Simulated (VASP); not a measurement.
A run of VASP 6.6.1 is set up as follows.

Contents of INCAR:

```
  PREC = Accurate
  ENCUT = 520
  EDIFF = 1E-6
  ISMEAR = 0
  SIGMA = 0.1
  LREAL = False
  LASPH = True
  NELM = 150
  ALGO = Normal
  ISIF = 2
  LWAVE = False
  LCHARG = False
  ISPIN = 2
  MAGMOM = 1 1 0 0 0 0
  LORBIT = 11
  LMAXMIX = 4
  GGA = PE
  NBANDS = 39
```

The input KPOINTS:

```
Automatic mesh
0
Gamma
  4 4 2
```

POSCAR

```
TiClF
1.0
    3.8816654000      0.0000000000      0.0000000000
    0.0000000000      3.8816654000      0.0000000000
    0.0000000000      0.0000000000      7.9581302300
Ti Cl F
2 2 2
Direct
    0.5000000000      0.0000000000      0.9473692200
    0.0000000000      0.5000000000      0.0526307800
    0.0000000000      0.5000000000      0.6674646100
    0.5000000000      0.0000000000      0.3325353900
    0.0000000000      0.5000000000      0.3260566300
    0.5000000000      0.0000000000      0.6739433700
```

Potentials or basis: VASP PAW PBE potentials, release 64 (Ti_sv, Cl, F).

Launch:

```sh
$ cat potpaw_PBE.64/Ti_sv/POTCAR potpaw_PBE.64/Cl/POTCAR potpaw_PBE.64/F/POTCAR > POTCAR
$ mpirun -np 1 vasp_std > vasp.out
```

Question: Predict the net moment.

Answer: 1.66 μB per cell.

Question: Predict the pressure.

Answer: -9.5 GPa.

Stress tensor (GPa, compression positive):
```
  1.80   0.00   0.00
  0.00   1.80   0.00
  0.00   0.00 -32.21
```

Caveat: the k points lie up to 0.40 Å⁻¹ apart.
